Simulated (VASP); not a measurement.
# Te2Mo: single point with LDA

Te2Mo, a slab with vacuum:

```
Te Mo
1.0
     3.56023    0.00000    0.00000
    -1.78012    3.08325    0.00000
     0.00000    0.00000   17.52406
Te Mo
2 1
Direct
  0.33333 0.66667 0.89786
  0.33333 0.66667 0.10214
  0.00000 0.00000 0.00000
```

```
Program             : VASP 6.6.1
Task                : single point
Functional          : LDA
Potentials or basis : VASP PAW LDA potentials, release 64 (Te, Mo_sv)
Cutoff              : 520 eV
k mesh              : 3 × 3 × 1
Occupations         : gaussian, width 0.1 eV
Spin                : no spin polarisation
```

```yaml
Largest_force: 0.551 eV/Å
Band_gap_on_the_k_mesh: 0.99 eV, direct
```

Forces on the atoms (eV/Å):
```
Te   0.000  0.000  0.551
Te   0.000  0.000 -0.551
Mo   0.000  0.000  0.000
```

Levels at points of the mesh, in eV from the valence-band top:
```
           k point  band 9  band 10  band 11  band 12  band 13  band 14  band 15  band 16  band 17  band 18
(0.00, 0.00, 0.00)   -1.71    -1.71    -0.97    -0.97    -0.48     2.92     2.92     3.24     3.24     4.21
```

Wall time 14 s on 1 thread of Intel(R) Xeon(R) Platinum 8488C (Sapphire Rapids) (shared host), peak memory 0.25 GiB.

Caveat: the k points lie up to 0.68 Å⁻¹ apart; spin-orbit coupling is left out, which moves the levels of the heavy elements.
